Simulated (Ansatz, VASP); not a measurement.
# Two plane-wave programs on Al3N

```
Al N
1.0
     1.40186   -2.76218    0.00000
     1.40186    2.76218    0.00000
     0.00000    0.00000    7.37077
Al N
3 1
Direct
  0.50000 0.50000 0.82168
  0.00000 0.00000 0.50000
  0.50000 0.50000 0.17832
  0.00000 0.00000 0.00000
```

Change from the starting cell: species swapped into the Nb3Au type (Cmmm, No. 65).

Alike in both runs: task relaxation of cell and atoms; functional PBE; k mesh 18 × 18 × 6; occupations gaussian, width 0.1 eV; no spin polarisation.

|  | VASP | Ansatz |
| --- | --- | --- |
| version | VASP 6.6.1 | Ansatz 0.2.0 |
| potentials or method | VASP PAW PBE potentials, release 64 (Al, N), cutoff 600 eV | scalar-relativistic, plane waves, PAW |
| valence electrons in the cell | 14 | 14 |

|  | VASP | Ansatz | Ansatz less VASP |
| --- | --- | --- | --- |
| gap on the k mesh at the Fermi level, each at its own relaxed structure (eV) | none | none | - |
| relaxed volume (Å³/atom) | 14.56 | 14.58 | +0.021 |
| relaxed length of the cell vector where the two differ most in proportion (Å) | 3.209 | 3.212 | +0.0029 |

A gap of «none» marks a metal or a gap that the smearing closes.
